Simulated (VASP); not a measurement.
A run of VASP 6.6.1:

INCAR

```
SYSTEM = LiF
  PREC = Accurate
  ENCUT = 520
  EDIFF = 1E-6
  ISMEAR = 0
  SIGMA = 0.05
  LREAL = .FALSE.
  LASPH = .TRUE.
  NELM = 100
  ALGO = Normal
  ISIF = 2
  LWAVE = .FALSE.
  LCHARG = .FALSE.
  NBANDS = 18
```

KPOINTS

```
Automatic mesh
0
G
  9 9 6
  0 0 0
```

Contents of POSCAR:

```
LiF
1.0
    3.1621532770      0.0000000000      0.0000000000
   -1.5810766385      2.7385050686      0.0000000000
    0.0000000000      0.0000000000      4.4149984054
Li F
2 2
Direct
    0.3333333333      0.6666666667      0.3839784076
    0.6666666667      0.3333333333      0.8839784076
    0.3333333333      0.6666666667      0.9910195924
    0.6666666667      0.3333333333      0.4910195924
```

Potentials or basis: VASP PAW LDA potentials, release 64 (Li_sv, F).

Launch:

```console
$ cat potpaw_LDA.64/Li_sv/POTCAR potpaw_LDA.64/F/POTCAR > POTCAR
$ mpirun -np 1 vasp_std > vasp.out
```

Hardware: 1 thread of Intel(R) Xeon(R) 6975P-C (Granite Rapids) (shared host).

Problem. How long does it take, and how much memory?

Solution. Run time: 8.3 s on 1 thread of Intel(R) Xeon(R) 6975P-C (Granite Rapids) (shared host), peak memory 0.14 GiB. Counts: scf iterations 12, k points 48.
